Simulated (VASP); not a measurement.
A run of VASP 6.6.1:

Contents of POSCAR:

```
NaF
1.0
    0.0000000000      2.2798542900      2.3233000000
    2.3667457100      0.0000000000      2.3233000000
    2.3667457100      2.2798542900      0.0000000000
Na F
1 1
Direct
    0.0000000000      0.0000000000      0.0000000000
    0.5000000000      0.5000000000      0.5000000000
```

File INCAR.step1:

```
  PREC = Accurate
  ENCUT = 520
  ISMEAR = 0
  SIGMA = 0.05
  LREAL = F
  LASPH = T
  NELM = 100
  NBANDS = 14
  GGA = PE
  ALGO = Normal
  EDIFF = 1E-4
  LWAVE = T
  LCHARG = F
```

The input INCAR.step2:

```
  PREC = Accurate
  ENCUT = 520
  EDIFF = 1E-6
  ISMEAR = 0
  SIGMA = 0.05
  LREAL = F
  LASPH = T
  NELM = 100
  ALGO = Normal
  ISIF = 2
  LWAVE = F
  LCHARG = F
  METAGGA = R2SCAN
  LMIXTAU = T
  NBANDS = 14
  ISTART = 1
```

File KPOINTS:

```
regular mesh
0
Gamma
  8 8 8
```

Potentials or basis: VASP PAW PBE potentials, release 64 (Na_pv, F).

Run with:

```sh
$ cat potpaw_PBE.64/Na_pv/POTCAR potpaw_PBE.64/F/POTCAR > POTCAR
$ cp INCAR.step1 INCAR
$ mpirun -np 1 vasp_std > vasp.out
$ cp INCAR.step2 INCAR
$ mpirun -np 1 vasp_std > vasp.out
```

Hardware: 1 thread of Intel Xeon 8259CL, on a shared host.

Question: How long does it take, and how much memory?

Answer: Run time: 100 s on 1 thread of Intel Xeon 8259CL, with other jobs on the host, peak memory 0.16 GiB. Counts: k points 95.
